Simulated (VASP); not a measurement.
Write the native input for VASP 6.6.1 that does the following.

```
Task                   : single point
Functional             : PBE
Potentials or basis    : VASP PAW PBE potentials, release 64 (Si)
Cutoff                 : 520 eV
k mesh                 : 10 × 10 × 10
Occupations            : gaussian, width 0.05 eV
Spin                   : no spin polarisation
Dipole correction      : no
Further INCAR settings : ALGO = Normal; EDIFF = 1e-06; NBANDS = 11
```

The structure of Si lies in POSCAR:

```
Si
1.0
    0.0000000000      2.8586015941      2.5630221893
    2.8586015941      0.0000000000      2.5630221893
    2.8586015941      2.8586015941      0.0000000000
Si
2
Direct
    0.5000000000      0.5000000000      0.5000000000
    0.7500000000      0.7500000000      0.7500000000
```

This cell differs from its parent crystal: volume 20.944 Å^3 an atom, c/a of the conventional cell 0.8966.

These files were run (other wordings do the same):

INCAR

```
SYSTEM = Si
PREC = Accurate ; ENCUT = 520
EDIFF = 1E-6 ; ISMEAR = 0
SIGMA = 0.05 ; LREAL = .False.
LASPH = .True. ; NELM = 60
ALGO = Normal ; ISIF = 2
LWAVE = .False. ; LCHARG = .False.
GGA = PE ; NBANDS = 11
```

KPOINTS

```
Automatic mesh
0
Gamma
  10 10 10
  0 0 0
```

Potentials or basis: VASP PAW PBE potentials, release 64 (Si).

The run is started by

```console
$ cat potpaw_PBE.64/Si/POTCAR > POTCAR
$ mpirun -np 1 vasp_std > vasp.out
```

Results of the run:

```json
{
 "Pressure": "-2.4 GPa",
 "Band gap on the k mesh": "zero (band 4 reaches 5.84 eV, above the bottom of band 5 at 5.42 eV)"
}
```

It took 22 s on 1 thread of Intel(R) Xeon(R) 6975P-C (Granite Rapids) (shared host), peak memory 0.17 GiB.
